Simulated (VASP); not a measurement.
A run of VASP 6.6.1 is set up as follows.

Contents of INCAR:

```
  ALGO = Normal
  EDIFF = 1E-6
  ENCUT = 520
  GGA = PE
  ISIF = 2
  ISMEAR = 0
  LASPH = True
  LCHARG = True
  LELF = True
  LREAL = False
  LVHAR = True
  LWAVE = False
  NBANDS = 42
  NELM = 60
  PREC = Accurate
  SIGMA = 0.1
```

Contents of KPOINTS:

```
k-points
0
Gamma
  3 3 4
```

The input POSCAR:

```
RbNaP3
1.0
    6.6355715887      0.0000000000      0.0000000000
   -3.3177857943      5.7465735644      0.0000000000
    0.0000000000      0.0000000000      6.8878915462
Rb Na P
2 2 6
Direct
    0.3333333333      0.6666666667      0.7500000000
    0.6666666667      0.3333333333      0.2500000000
    0.0000000000      0.0000000000      0.5000000000
    0.0000000000      0.0000000000      0.0000000000
    0.2230884223      0.4461768445      0.2500000000
    0.7769115777      0.2230884223      0.7500000000
    0.7769115777      0.5538231555      0.7500000000
    0.2230884223      0.7769115777      0.2500000000
    0.5538231555      0.7769115777      0.2500000000
    0.4461768445      0.2230884223      0.7500000000
```

Potentials or basis: VASP PAW PBE potentials, release 64 (Rb_sv, Na_pv, P).

Command:

```sh
$ cat potpaw_PBE.64/Rb_sv/POTCAR potpaw_PBE.64/Na_pv/POTCAR potpaw_PBE.64/P/POTCAR > POTCAR
$ mpirun -np 1 vasp_std > vasp.out
```

**Question.** Predict the largest force.

**Answer.** 0.096 eV/Å.

**Question.** Predict the band gap on the k mesh.

**Answer.** Zero (bands 31 and 32 overlap by 0.68 eV).

Stress tensor (GPa, compression positive):
```
-0.18  0.00  0.00
 0.00 -0.18  0.00
 0.00  0.00  0.19
```

Caveat: the k points lie up to 0.36 Å⁻¹ apart, too coarse for converged energies and pressures of a metal.
